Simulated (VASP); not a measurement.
As, 1 atom in the cell. It takes space group Pm-3m (No. 221, cubic). Conventional cell: a = 2.672 Å, b = 2.672 Å, c = 2.672 Å, α = 90.00°, β = 90.00°, γ = 90.00°. Within 3.5 Å of As (site symmetry m-3m) lie 6 As at 2.67 Å. 

| Property | Result |
| --- | --- |
| Program | VASP 6.6.1 |
| Task | single point |
| Functional | LDA |
| Potentials or basis | VASP PAW LDA potentials, release 64 (As) |
| Cutoff | 500 eV |
| k mesh | 15 × 15 × 15 |
| Occupations | fermi-dirac, width 0.08 eV |
| Spin | no spin polarisation |
| Dipole correction | no |
| Further INCAR settings | ALGO = Normal; EDIFF = 1e-06; NBANDS = 8 |

Potentials or basis: VASP PAW LDA potentials, release 64 (As).

Run with:

```console
$ cat potpaw_LDA.64/As/POTCAR > POTCAR
$ mpirun -np 1 vasp_std > vasp.out
```

Hardware: 1 thread of Intel(R) Xeon(R) Platinum 8559C (Emerald Rapids), with other jobs on the host.

Estimate the wall time of this run.

Wall time 5.2 s on 1 thread of Intel(R) Xeon(R) Platinum 8559C (Emerald Rapids) (shared host), peak memory 0.12 GiB. Counts: scf iterations 9, k points 120.
